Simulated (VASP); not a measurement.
Input of a VASP 6.6.1 run:

File INCAR:

```
ALGO = Normal ; EDIFF = 1E-6
ENCUT = 520 ; GGA = PE
ISIF = 2 ; ISMEAR = 0
LASPH = T ; LCHARG = T
LELF = T ; LREAL = F
LVHAR = T ; LWAVE = F
NBANDS = 16 ; NELM = 60
PREC = Accurate ; SIGMA = 0.1
```

The input KPOINTS:

```
k-points
0
Gamma
  4 4 4
```

Contents of POSCAR:

```
BaBr
1.0
    4.2281082400      0.0000000000      0.0000000000
    0.0000000000      4.2281082400      0.0000000000
    0.0000000000      0.0000000000      4.2281082400
Ba Br
1 1
Direct
    0.0000000000      0.0000000000      0.0000000000
    0.5000000000      0.5000000000      0.5000000000
```

Potentials or basis: VASP PAW PBE potentials, release 64 (Ba_sv, Br).

Command:

```console
$ cat potpaw_PBE.64/Ba_sv/POTCAR potpaw_PBE.64/Br/POTCAR > POTCAR
$ mpirun -np 1 vasp_std > vasp.out
```

Predict the pressure.

-2.2 GPa.

Caveat: the k points lie up to 0.37 Å⁻¹ apart; an odd number of electrons without spin polarisation forces a metal; a magnetic or distorted state may lie lower.
